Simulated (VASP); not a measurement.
Here is a VASP 6.6.1 calculation.

Contents of POSCAR:

```
BAs
1.0
    0.0000000000      2.3918698983      2.3918698983
    2.3918698983      0.0000000000      2.3918698983
    2.3918698983      2.3918698983      0.0000000000
B As
1 1
Direct
    0.0000000000      0.0000000000      0.0000000000
    0.2500000000      0.2500000000      0.2500000000
```

The input INCAR.step1:

```
SYSTEM = BAs
PREC = Accurate ; ENCUT = 520
EDIFF = 1E-5 ; ISMEAR = 0
SIGMA = 0.01 ; LREAL = .False.
LASPH = .True. ; NELM = 60
ALGO = Normal ; ISIF = 2
LWAVE = .True. ; LCHARG = .False.
GGA = PE ; NBANDS = 11
```

The input INCAR.step2:

```
SYSTEM = BAs
PREC = Accurate ; ENCUT = 520
EDIFF = 1E-6 ; ISMEAR = 0
SIGMA = 0.01 ; LREAL = .False.
LASPH = .True. ; NELM = 60
ALGO = Normal ; ISIF = 2
LWAVE = .False. ; LCHARG = .False.
GGA = PE ; LHFCALC = .True.
HFSCREEN = 0.2079 ; PRECFOCK = Normal
ISTART = 1 ; NBANDS = 11
```

The input KPOINTS:

```
Automatic mesh
0
Gamma
  6 6 6
  0 0 0
```

Potentials or basis: VASP PAW PBE potentials, release 64 (B, As).

The run is started by

```bash
$ cat potpaw_PBE.64/B/POTCAR potpaw_PBE.64/As/POTCAR > POTCAR
$ cp INCAR.step1 INCAR
$ mpirun -np 1 vasp_std > vasp.out
$ cp INCAR.step2 INCAR
$ mpirun -np 1 vasp_std > vasp.out
```

Question: What does it give for the band gap on the k mesh?

Answer: 1.95 eV (least direct gap 4.11 eV).

Question: What does it give for the pressure?

Answer: -1.2 GPa.

Caveat: the PAW data sets were made with another functional, which shifts forces and pressure a little. A k mesh can miss the band edges.
